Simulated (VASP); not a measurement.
Input of a VASP 6.6.1 run:

The input INCAR:

```
PREC = Accurate
ENCUT = 520
EDIFF = 1E-6
ISMEAR = -1
SIGMA = 0.05
LREAL = False
LASPH = True
NELM = 100
ALGO = Normal
ISIF = 2
LWAVE = False
LCHARG = False
GGA = PE
NBANDS = 16
```

Contents of KPOINTS:

```
Automatic mesh
0
Gamma
  6 6 6
```

POSCAR

```
HgTe
1.0
    0.0000000000      3.1823550000      3.2145000000
    3.1823550000      0.0000000000      3.2145000000
    3.1823550000      3.1823550000      0.0000000000
Hg Te
1 1
Direct
    0.0000000000      0.0000000000      0.0000000000
    0.7500000000      0.7500000000      0.7500000000
```

Potentials or basis: VASP PAW PBE potentials, release 64 (Hg, Te).

Run with:

```sh
$ cat potpaw_PBE.64/Hg/POTCAR potpaw_PBE.64/Te/POTCAR > POTCAR
$ mpirun -np 1 vasp_std > vasp.out
```

**Question.** What does it give for the band gap on the k mesh?

**Answer.** Zero (filled and empty bands touch).

**Question.** What does it give for the pressure?

**Answer.** 5.9 GPa.

Stress tensor (GPa, compression positive):
```
5.91 0.00 0.00
0.00 5.91 0.00
0.00 0.00 5.81
```

Caveat: spin-orbit coupling is left out, which moves the levels of the heavy elements.
